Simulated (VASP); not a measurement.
Set up this calculation in VASP 6.6.1, as the native input.

| Item | Value |
| --- | --- |
| Task | single point |
| Functional | LDA |
| Potentials or basis | VASP PAW LDA potentials, release 64 (Ga_d, N) |
| Cutoff | 600 eV |
| k mesh | 8 × 8 × 8 |
| Occupations | fermi-dirac, width 0.05 eV |
| Spin | no spin polarisation |
| Dipole correction | no |
| Further INCAR settings | ALGO = Normal; EDIFF = 1e-06; NBANDS = 16 |

The structure of GaN lies in POSCAR:

```
GaN
1.0
    0.0000000000      2.0916465448      2.0916465448
    2.0916465448      0.0000000000      2.0916465448
    2.0916465448      2.0916465448      0.0000000000
Ga N
1 1
Direct
    0.0000000000      0.0000000000      0.0000000000
    0.5000000000      0.5000000000      0.5000000000
```

These files were run (other wordings do the same):

INCAR

```
SYSTEM = GaN
PREC = Accurate
ENCUT = 600
EDIFF = 1E-6
ISMEAR = -1
SIGMA = 0.05
LREAL = .False.
LASPH = .True.
NELM = 120
ALGO = Normal
ISIF = 2
LWAVE = .False.
LCHARG = .True.
LELF = .True.
LVHAR = .True.
NBANDS = 16
GGA_COMPAT = .False.
```

KPOINTS

```
regular mesh
0
Gamma
  8 8 8
  0 0 0
```

Potentials or basis: VASP PAW LDA potentials, release 64 (Ga_d, N).

Run with:

```console
$ cat potpaw_LDA.64/Ga_d/POTCAR potpaw_LDA.64/N/POTCAR > POTCAR
$ mpirun -np 1 vasp_std > vasp.out
```

Results of the run:

```json
{"Pressure": "0.8 GPa", "Band gap on the k mesh": "0.63 eV, indirect (least direct gap 3.23 eV)"}
```

Run time: 15 s on 1 thread of Intel Xeon 8259CL (shared host), peak memory 0.13 GiB.
